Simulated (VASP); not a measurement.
Crystal: Sb.

```xyz
3
Lattice="5.4542 0.0000 0.0000 -2.7271 4.7235 0.0000 0.0000 0.0000 3.1836" Properties=species:S:1:pos:R:3 pbc="T T T"
Sb    0.0000    0.0000    0.0000
Sb    0.0000    3.1490    1.5918
Sb    2.7271    1.5745    1.5918
```

This isn't the form of Sb at room conditions, which is rhombohedral.

| Item | Value |
| --- | --- |
| Program | VASP 6.6.1 |
| Task | relaxation of cell and atoms |
| Functional | PBE |
| Potentials or basis | VASP PAW PBE potentials, release 64 (Sb) |
| Cutoff | 600 eV |
| k mesh | 6 × 6 × 6 |
| Occupations | gaussian, width 0.1 eV |
| Spin | no spin polarisation |

At the start: pressure 0.7 GPa; volume 27.34 Å³/atom.

Task: How do energy, volume and symmetry change on relaxing?

Result: Over 4 steps the energy falls by 3.2 meV/atom and the volume is 27.65 Å³/atom (+1.1 %); space group P6/mmm (No. 191, to 0.1 Å) before and after.

Step by step:
| step | energy change (eV) | largest force (eV/Å) | pressure (GPa) | volume (Å³) |
| --- | --- | --- | --- | --- |
| 1 | 0.0000 | 0.0000 | 0.70 | 82.02 |
| 2 | -0.0092 | 0.0000 | -0.30 | 83.44 |
| 3 | -0.0092 | 0.0000 | -0.25 | 83.37 |
| 4 | -0.0096 | 0.0000 | 0.08 | 82.94 |

Final structure:
```
Sb
1.0
     5.51310    0.00000    0.00000
    -2.75655    4.77448    0.00000
     0.00000    0.00000    3.15098
Sb
3
Direct
  0.00000 0.00000 0.00000
  0.33333 0.66667 0.50000
  0.66667 0.33333 0.50000
```
